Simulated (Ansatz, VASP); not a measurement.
BiSe4 in VASP and in Ansatz

```
CELL_PARAMETERS angstrom
-2.71996 2.71996 4.59781
2.71996 -2.71996 4.59781
2.71996 2.71996 -4.59781
ATOMIC_POSITIONS crystal
Bi 0.00000 0.00000 0.00000
Se 0.68888 0.68888 0.00000
Se 0.75000 0.25000 0.50000
Se 0.25000 0.75000 0.50000
Se 0.31112 0.31112 0.00000
```

Change from the starting cell: species swapped into the SrGa4 type (I4/mmm, No. 139).

Alike in both runs: functional PBE; k mesh 10 × 10 × 10; occupations gaussian, width 0.1 eV; no spin polarisation.

Ansatz relaxed the structure, and its values are those at the end. VASP's run is a single point on that final structure, the one shown.

|  | VASP | Ansatz |
| --- | --- | --- |
| version | VASP 6.6.1 | Ansatz 0.2.0 |
| potentials or method | VASP PAW PBE potentials, release 64 (Bi_d, Se), cutoff 520 eV | scalar-relativistic, plane waves, PAW |
| valence electrons in the cell | 39 | 79 |

```csv
,VASP,Ansatz,Ansatz less VASP
gap on the k mesh at the Fermi level (eV),none,none,-
pressure (GPa),0.0,0.0,-0.01
```

A gap of «none» marks a metal or a gap that the smearing closes. With one functional, cell and mesh, what is left measures potentials, basis and numerics. VASP's potentials hold 39 valence electrons a cell and Ansatz's 79, so a difference there can come from the potentials and not from the codes.

Spin-orbit coupling is off throughout.
